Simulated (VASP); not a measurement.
Write the native input for VASP 6.6.1 that does the following.

```
Task                   : single point
Functional             : r2SCAN
Potentials or basis    : VASP PAW PBE potentials, release 64 (Li_sv, F)
Cutoff                 : 520 eV
k mesh                 : 10 × 10 × 10
Occupations            : gaussian, width 0.02 eV
Spin                   : no spin polarisation
Dipole correction      : no
Further INCAR settings : ALGO = Normal; EDIFF = 1e-06; NBANDS = 12
```

The system is LiF.

```xyz
2
Lattice="0.0000 2.0340 2.0340 2.0340 0.0000 2.0340 2.0340 2.0340 0.0000" Properties=species:S:1:pos:R:3 pbc="T T T"
Li    0.0000    0.0000    0.0000
F     2.0340    2.0340    2.0340
```

This cell differs from its parent crystal: volume scaled by 1.06.

These files were run (other wordings do the same):

POSCAR

```
LiF
1.0
    0.0000000000      2.0340242559      2.0340242559
    2.0340242559      0.0000000000      2.0340242559
    2.0340242559      2.0340242559      0.0000000000
Li F
1 1
Direct
    0.0000000000      0.0000000000      0.0000000000
    0.5000000000      0.5000000000      0.5000000000
```

INCAR.step1

```
PREC = Accurate ; ENCUT = 520
ISMEAR = 0 ; SIGMA = 0.02
LREAL = F ; LASPH = T
NELM = 100 ; NBANDS = 12
GGA = PE ; ALGO = Normal
EDIFF = 1E-4 ; LWAVE = T
LCHARG = F
```

INCAR.step2

```
PREC = Accurate ; ENCUT = 520
EDIFF = 1E-6 ; ISMEAR = 0
SIGMA = 0.02 ; LREAL = F
LASPH = T ; NELM = 100
ALGO = Normal ; ISIF = 2
LWAVE = F ; LCHARG = F
METAGGA = R2SCAN ; LMIXTAU = T
NBANDS = 12 ; ISTART = 1
```

KPOINTS

```
Automatic mesh
0
Gamma
  10 10 10
```

Potentials or basis: VASP PAW PBE potentials, release 64 (Li_sv, F).

Run with:

```console
$ cat potpaw_PBE.64/Li_sv/POTCAR potpaw_PBE.64/F/POTCAR > POTCAR
$ cp INCAR.step1 INCAR
$ mpirun -np 1 vasp_std > vasp.out
$ cp INCAR.step2 INCAR
$ mpirun -np 1 vasp_std > vasp.out
```

Results of the run:

```yaml
Band_gap_on_the_k_mesh: 9.98 eV, direct
```

It took 21 s on 1 thread of Intel(R) Xeon(R) Platinum 8488C (Sapphire Rapids), with other jobs on the host, peak memory 0.13 GiB.
